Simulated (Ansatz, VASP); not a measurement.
## GaP in VASP and in Ansatz

```xyz
2
Lattice="0.0000 2.3807 3.5711 2.3807 0.0000 3.5711 2.3807 2.3807 0.0000" Properties=species:S:1:pos:R:3 pbc="T T T"
Ga    0.0000    0.0000    0.0000
P     3.5711    3.5711    5.3566
```

Alike in both runs: task single point; functional PBE; k mesh 10 × 10 × 10; occupations methfessel-paxton of order 1, width 0.4 eV; no spin polarisation.

```csv
,VASP,Ansatz
version,VASP 6.6.1,Ansatz 0.2.0
potentials or method,"VASP PAW PBE potentials, release 64 (Ga_d, P), cutoff 520 eV","scalar-relativistic, plane waves, PAW"
valence electrons in the cell,18,18
```

Ansatz gave:

| Property | Result |
| --- | --- |
| gap on the k mesh at the Fermi level (eV) | none |
| pressure (GPa) | 1.1 |
| traceless stress, the component that is largest in VASP (GPa) | -17.48 |

Question: What did VASP give for the same quantities?

Answer: gap on the k mesh at the Fermi level (eV): none; pressure (GPa): 1.1; traceless stress, the component that is largest in VASP (GPa): -17.44.

A gap of «none» marks a metal or a gap that the smearing closes. With one functional, cell and mesh, what is left measures potentials, basis and numerics.
